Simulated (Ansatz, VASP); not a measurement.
# CdF2: VASP beside Ansatz

```
Cd F
1.0
     0.00000    2.69400    2.69400
     2.69400    0.00000    2.69400
     2.69400    2.69400    0.00000
Cd F
1 2
Direct
  0.00000 0.00000 0.00000
  0.75000 0.75000 0.75000
  0.25000 0.25000 0.25000
```

Alike in both runs: task single point; functional PBE; k mesh 9 × 9 × 9; occupations gaussian, width 0.029 eV; no spin polarisation.

|  | VASP | Ansatz |
| --- | --- | --- |
| version | VASP 6.6.1 | Ansatz 0.2.0 |
| potentials or method | VASP PAW PBE potentials, release 64 (Cd, F) | Ansatz PAW |
| plane-wave cutoff (eV) | 520 | 420 |
| valence electrons in the cell | 26 | 34 |

Ansatz gave:

- gap on the k mesh at the Fermi level (eV): 3.13
- least direct gap on the mesh (eV): 3.60
- pressure (GPa): 5.5

**Question.** Which values does VASP return?

**Answer.** gap on the k mesh at the Fermi level (eV): 3.10; least direct gap on the mesh (eV): 3.57; pressure (GPa): 6.2.

The functional is the same, so the differences come from potentials, cutoffs and numerics. VASP's potentials hold 26 valence electrons a cell and Ansatz's 34, so a difference there can come from the potentials and not from the codes.

Noted on Ansatz's run: odd divisions of the mesh miss points on the zone boundary, where band edges often lie, so the gap on the mesh can be too wide.
